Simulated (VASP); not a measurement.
A run of VASP 6.6.1 is set up as follows.

Contents of INCAR:

```
SYSTEM = Be2C3
ALGO = Normal ; EDIFF = 1E-6
ENCUT = 520 ; GGA = PE
ISIF = 2 ; ISMEAR = 0
LASPH = .TRUE. ; LCHARG = .FALSE.
LREAL = .FALSE. ; LWAVE = .FALSE.
NBANDS = 27 ; NELM = 100
PREC = Accurate ; SIGMA = 0.1
```

The input KPOINTS:

```
k-points
0
G
  4 4 4
  0 0 0
```

POSCAR

```
Be2C3
1.0
    0.0000000000      3.4969483038      3.4969483038
    3.4969483038      0.0000000000      3.4969483038
    3.4969483038      3.4969483038      0.0000000000
Be C
4 6
Direct
    0.5000000000      0.5000000000      0.5000000000
    0.2500000000      0.2500000000      0.2500000000
    0.7500000000      0.7500000000      0.7500000000
    0.0000000000      0.0000000000      0.0000000000
    0.2500230354      0.7499769646      0.7499769646
    0.7499769646      0.2500230354      0.2500230354
    0.7499769646      0.2500230354      0.7499769646
    0.2500230354      0.7499769646      0.2500230354
    0.7499769646      0.7499769646      0.2500230354
    0.2500230354      0.2500230354      0.7499769646
```

Potentials or basis: VASP PAW PBE potentials, release 64 (Be, C).

Launch:

```sh
$ cat potpaw_PBE.64/Be/POTCAR potpaw_PBE.64/C/POTCAR > POTCAR
$ mpirun -np 1 vasp_std > vasp.out
```

(1) Estimate the pressure.

(2) Estimate the band gap on the k mesh.

Answers

(1) 0.0 GPa.

(2) zero (band 16 reaches 7.08 eV, above the bottom of band 17 at 4.87 eV).

Caveat: the k points lie up to 0.39 Å⁻¹ apart.
